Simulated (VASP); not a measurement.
Wanted: the native input for a VASP 6.6.1 run.

* Task: single point
* Functional: PBE
* Potentials or basis: VASP PAW PBE potentials, release 64 (Sn_d)
* Cutoff: 520 eV
* k mesh: 12 × 12 × 12
* Occupations: fermi-dirac, width 0.08 eV
* Spin: no spin polarisation
* Dipole correction: no
* Further INCAR settings: ALGO = Normal; EDIFF = 1e-06; NBANDS = 13

The structure of Sn lies in POSCAR:

```
Sn
1.0
    3.0054500072      0.0000000000      0.0000000000
    0.0000000000      3.0054500072      0.0000000000
    0.0000000000      0.0000000000      3.0054500072
Sn
1
Direct
    0.0000000000      0.0000000000      0.0000000000
```

This cell differs from its parent crystal: volume scaled by 0.92.

The input as run:

INCAR

```
ALGO = Normal
EDIFF = 1E-6
ENCUT = 520
GGA = PE
ISIF = 2
ISMEAR = -1
LASPH = True
LCHARG = True
LELF = True
LREAL = False
LVHAR = True
LWAVE = False
NBANDS = 13
NELM = 60
PREC = Accurate
SIGMA = 0.08
```

KPOINTS

```
k-points
0
Gamma
  12 12 12
```

Potentials or basis: VASP PAW PBE potentials, release 64 (Sn_d).

The run is started by

```sh
$ cat potpaw_PBE.64/Sn_d/POTCAR > POTCAR
$ mpirun -np 1 vasp_std > vasp.out
```

It gave:

```json
{
  "Pressure": "4.6 GPa",
  "Band gap on the k mesh": "zero (band 7 reaches 13.47 eV, above the bottom of band 8 at 5.56 eV)"
}
```

Caveat: spin-orbit coupling is left out, which moves the levels of the heavy elements.

Run time: 9.1 s on 1 thread of Intel(R) Xeon(R) Platinum 8488C (Sapphire Rapids) (shared host), peak memory 0.15 GiB.
